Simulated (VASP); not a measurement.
Runs of VASP 6.6.1 on BAs. The structure is that of space group F-43m (No. 216), or close to it. The cells are those of the table. 

```csv
task,cell,k mesh for the DOS,occupations for the DOS,gap on the mesh (eV),pressure (GPa)
electric field gradients,"a = 3.344, b = 3.344, c = 3.310 Å, angles 60.3, 60.3, 59.3°, 2 atoms",-,-,0.94,2.8
single point,"a = 3.361, b = 3.361, c = 3.378 Å, angles 59.8, 59.8, 60.3°, 2 atoms",-,-,0.97,-1.7
electric field gradients,"a = 3.361, b = 3.361, c = 3.344 Å, angles 60.2, 60.2, 59.7°, 2 atoms",-,-,1.03,(c)
electric field gradients,"a = 3.412, b = 3.412, c = 3.445 Å, angles 59.7, 59.7, 60.7°, 2 atoms",-,-,(b),-8.0
single point,"a = 3.444 Å, angles 60.0°, 2 atoms",-,-,1.18,(a)
single point,"a = 3.332 Å, angles 60.0°, 2 atoms",-,-,1.09,2.9
single point,"a = 3.422 Å, angles 60.0°, 2 atoms",-,-,1.16,-7.9
electric field gradients,"a = 3.412, b = 3.412, c = 3.378 Å, angles 60.3, 60.3, 59.3°, 2 atoms",-,-,1.00,-5.6
single point,"a = 3.400 Å, angles 60.0°, 2 atoms",-,-,1.14,-5.6
electric field gradients,"a = 3.309 Å, angles 60.0°, 2 atoms",-,-,1.07,6.4
```

Alike in all rows: level LDA; potentials or basis VASP PAW LDA potentials, release 64 (B, As); no spin polarisation; k mesh 13 × 13 × 13; cutoff (eV) 520; smearing fermi-dirac 0.05 eV.

Q: Fill in the values left out.

A: (a) -10.0; (b) 0.87; (c) -0.3.

A k mesh can miss the band edges, and the runs leave out spin-orbit coupling on As.
